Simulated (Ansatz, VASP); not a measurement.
**Nb3B5 in VASP and in Ansatz**

Contents of INCAR:

```
SYSTEM = Nb3B5
PREC     = Accurate       ! precision mode
ENCUT    = 600            ! plane-wave cutoff, eV
EDIFF    = 1E-6           ! SCF threshold, eV
ISMEAR   = 0              ! smearing method
SIGMA    = 0.2            ! smearing width, eV
LREAL    = .FALSE.        ! projectors in reciprocal space
LASPH    = .TRUE.         ! aspherical terms in the spheres
NELM     = 60             ! most SCF steps
ALGO     = Normal         ! electronic algorithm
ISIF     = 3              ! what is computed and relaxed
LWAVE    = .FALSE.        ! write WAVECAR
LCHARG   = .FALSE.        ! write CHGCAR
GGA      = PE             ! functional
IBRION   = 2              ! ionic algorithm
NSW      = 36             ! ionic steps
EDIFFG   = -0.08          ! ionic threshold
```

File KPOINTS:

```
Automatic mesh
0
G
  6 6 2
  0 0 0
```

File POSCAR:

```
Nb3B5
1.0
    3.1500000000      0.0000000000      0.0000000000
   -1.5750000000      2.7279800200      0.0000000000
    0.0000000000      0.0000000000      9.6000000000
Nb B
3 5
Direct
    0.0000000000      0.0000000000      0.1560000000
    0.0000000000      0.0000000000      0.8440000000
    0.0000000000      0.0000000000      0.5000000000
    0.3333333300      0.6666666700      0.0000000000
    0.3333333300      0.6666666700      0.3280000000
    0.6666666700      0.3333333300      0.3280000000
    0.3333333300      0.6666666700      0.6720000000
    0.6666666700      0.3333333300      0.6720000000
```

Input for Ansatz:

```yaml
crystal:
  lattice:
    - [3.15, 0.0, 0.0]
    - [-1.575, 2.72798002, 0.0]
    - [0.0, 0.0, 9.6]
  atoms:
    - { symbol: Nb, position: [0.0, 0.0, 0.156] }
    - { symbol: Nb, position: [0.0, 0.0, 0.844] }
    - { symbol: Nb, position: [0.0, 0.0, 0.5] }
    - { symbol: B, position: [0.33333333, 0.66666667, 0.0] }
    - { symbol: B, position: [0.33333333, 0.66666667, 0.328] }
    - { symbol: B, position: [0.66666667, 0.33333333, 0.328] }
    - { symbol: B, position: [0.33333333, 0.66666667, 0.672] }
    - { symbol: B, position: [0.66666667, 0.33333333, 0.672] }
basis:
  ecutwfc: 420
kpoints:
  mp_grid: { grid: [6, 6, 2] }
hamiltonian:
  xc: pbe
scf:
  occupations: { method: gaussian, width: 0.2 }
  lower_state_search: "off"
output:
  forces: true
  stress: true
  eigenvalues: true
relax:
  adjacent_minimum: "off"
  f_tol: 0.08
  max_steps: 16
  cell: { stress_tol: 0.8 }
```

Alike in both runs: task relaxation of cell and atoms; functional PBE; k mesh 6 × 6 × 2; occupations gaussian, width 0.2 eV; no spin polarisation.

```csv
,VASP,Ansatz
version,VASP 6.6.1,Ansatz 0.2.0
potentials or method,"VASP PAW PBE potentials, release 64 (Nb_sv, B), cutoff 600 eV","scalar-relativistic, plane waves, PAW"
valence electrons in the cell,54,54
```

```csv
,VASP,Ansatz,Ansatz less VASP
"gap on the k mesh at the Fermi level, each at its own relaxed structure (eV)",none,none,-
relaxed volume (Å³/atom),10.16,10.14,-0.015
relaxed cell length with the largest relative difference (Å),9.650,9.632,-0.0178
```

A gap of «none» marks a metal or a gap that the smearing closes.

The k mesh is coarse, so the values compare programs but aren't converged.
